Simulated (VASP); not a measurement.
Input of a VASP 6.6.1 run:

The input POSCAR:

```
Ca
1.0
    3.9800000000      0.0000000000      0.0000000000
   -1.9900000000      3.4467811071      0.0000000000
    0.0000000000      0.0000000000      6.5200000000
Ca
2
Direct
    0.3333330000      0.6666670000      0.2500000000
    0.6666670000      0.3333330000      0.7500000000
```

The input INCAR.step1:

```
PREC     = Accurate       # precision mode
ENCUT    = 600            # plane-wave cutoff, eV
ISMEAR   = 1              # smearing method
SIGMA    = 0.1            # smearing width, eV
LREAL    = F              # projectors in reciprocal space
LASPH    = T              # aspherical terms in the spheres
NELM     = 60             # most SCF steps
GGA      = PE             # functional
ALGO     = Normal         # electronic algorithm
EDIFF    = 1E-4           # SCF threshold, eV
LWAVE    = T              # write WAVECAR
LCHARG   = F              # write CHGCAR
```

INCAR.step2

```
PREC     = Accurate       # precision mode
ENCUT    = 600            # plane-wave cutoff, eV
EDIFF    = 1E-6           # SCF threshold, eV
ISMEAR   = 1              # smearing method
SIGMA    = 0.1            # smearing width, eV
LREAL    = F              # projectors in reciprocal space
LASPH    = T              # aspherical terms in the spheres
NELM     = 60             # most SCF steps
ALGO     = Normal         # electronic algorithm
ISIF     = 8              # what is computed and relaxed
LWAVE    = F              # write WAVECAR
LCHARG   = F              # write CHGCAR
METAGGA  = R2SCAN         # meta-GGA
LMIXTAU  = T            
IBRION   = 2              # ionic algorithm
NSW      = 80             # ionic steps
EDIFFG   = -0.01          # ionic threshold
ISTART   = 1
```

KPOINTS

```
regular mesh
0
Gamma
  7 7 4
```

Potentials or basis: VASP PAW PBE potentials, release 64 (Ca_sv).

Command:

```sh
$ cat potpaw_PBE.64/Ca_sv/POTCAR > POTCAR
$ cp INCAR.step1 INCAR
$ mpirun -np 1 vasp_std > vasp.out
$ cp INCAR.step2 INCAR
$ mpirun -np 1 vasp_std > vasp.out
```

**Question.** Predict the relaxed cell.

**Answer.** a = 3.952 Å, b = 3.952 Å, c = 6.474 Å, α = 90.00°, β = 90.00°, γ = 120.00°.

**Question.** Predict the band gap on the k mesh.

**Answer.** Zero (band 10 reaches 2.09 eV, above the bottom of band 11 at 1.52 eV).

The path:
```csv
step,energy change (eV),largest force (eV/Å),pressure (GPa),volume (Å³)
1,0.0000,0.0000,-0.37,89.44
2,-0.0019,0.0000,-0.11,88.12
3,-0.0020,0.0000,0.01,87.57
```

Caveat: the PAW data sets were made with another functional, which shifts forces and pressure a little.
